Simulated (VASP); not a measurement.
# CdS: single point with PBEsol

Crystal: CdS.

```xyz
16
Lattice="0.0000 5.5065 5.5065 5.5065 0.0000 5.5065 5.5065 5.5065 0.0000" Properties=species:S:1:pos:R:3 pbc="T T T"
Cd    0.0000    0.0000    0.0000
Cd    2.7532    2.7532    0.0000
Cd    2.7532    0.0000    2.7532
Cd    5.5065    2.7532    2.7532
Cd    0.0000    2.7532    2.7532
Cd    2.7532    5.5065    2.7532
Cd    2.7532    2.7532    5.5065
Cd    5.5065    5.5065    5.5065
S     2.7532    2.7532    2.7532
S     5.5065    5.5065    2.7532
S     5.5065    2.7532    5.5065
S     8.2597    5.5065    5.5065
S     2.7532    5.5065    5.5065
S     5.5065    8.2597    5.5065
S     5.5065    5.5065    8.2597
S     8.2597    8.2597    8.2597
```

```
Program             : VASP 6.6.1
Task                : single point
Functional          : PBEsol
Potentials or basis : VASP PAW PBE potentials, release 64 (Cd, S)
Cutoff              : 500 eV
k mesh              : 2 × 2 × 2
Occupations         : gaussian, width 0.01 eV
Spin                : no spin polarisation
```

```json
{
  "Pressure": "-3.6 GPa",
  "Band gap on the k mesh": "0.08 eV"
}
```

Levels at points of the mesh, in eV from the valence-band top:
```tsv
k point	band 68	band 69	band 70	band 71	band 72	band 73	band 74	band 75	band 76	band 77
(0.00, 0.00, 0.00)	0.00	0.00	0.00	0.00	0.00	0.08	0.08	0.08	0.67	3.34
(0.50, 0.00, 0.00)	-1.19	-0.38	-0.38	-0.38	-0.38	2.47	2.47	2.47	2.47	2.47
(0.50, 0.50, 0.00)	-1.37	-0.14	-0.14	-0.14	-0.14	2.89	2.89	3.27	3.27	4.26
```

Run time: 3.4 min on 1 thread of Intel(R) Xeon(R) Platinum 8259CL CPU @ 2.50GHz (Skylake/Cascade Lake), on a shared host, peak memory 0.5 GiB.

Caveat: the k points lie up to 0.49 Å⁻¹ apart; semilocal functionals underestimate gaps, and a narrow one can read as zero; the PAW data sets were made with another functional, which shifts forces and pressure a little.
